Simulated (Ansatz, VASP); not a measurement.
**Two plane-wave programs on MgO**

```
CELL_PARAMETERS angstrom
0.00000 2.16274 2.16274
2.16274 0.00000 2.16274
2.16274 2.16274 0.00000
ATOMIC_POSITIONS crystal
Mg 0.00665 0.00665 0.99335
O 0.48989 0.48989 0.51011
```

Change from the starting cell: mode 6 frozen in at -0.043 Å, equal normal strain along x, y and z +0.0167.

Alike in both runs: task single point; functional PBE; k mesh 10 × 10 × 10; occupations gaussian, width 0.05 eV; no spin polarisation.

|  | VASP | Ansatz |
| --- | --- | --- |
| version | VASP 6.6.1 | Ansatz 0.2.0 |
| potentials or method | VASP PAW PBE potentials, release 64 (Mg, O), cutoff 600 eV | scalar-relativistic, plane waves, PAW |
| valence electrons in the cell | 8 | 16 |

Ansatz gave:

```
gap on the k mesh at the Fermi level (eV)                     : 4.01
least direct gap on the mesh (eV)                             : 4.01
pressure (GPa)                                                : -6.3
traceless stress, the component that is largest in VASP (GPa) : 0.90
rms of the force components (eV/Å)                            : 0.158
```

Q: Which values does VASP return?

A: gap on the k mesh at the Fermi level (eV): 3.99; least direct gap on the mesh (eV): 3.99; pressure (GPa): -7.3; traceless stress, the component that is largest in VASP (GPa): 0.92; rms of the force components (eV/Å): 0.159.

Atom by atom the forces differ by 0.001 eV/Å (rms over components). VASP's potentials hold 8 valence electrons a cell and Ansatz's 16, so a difference there can come from the potentials and not from the codes.
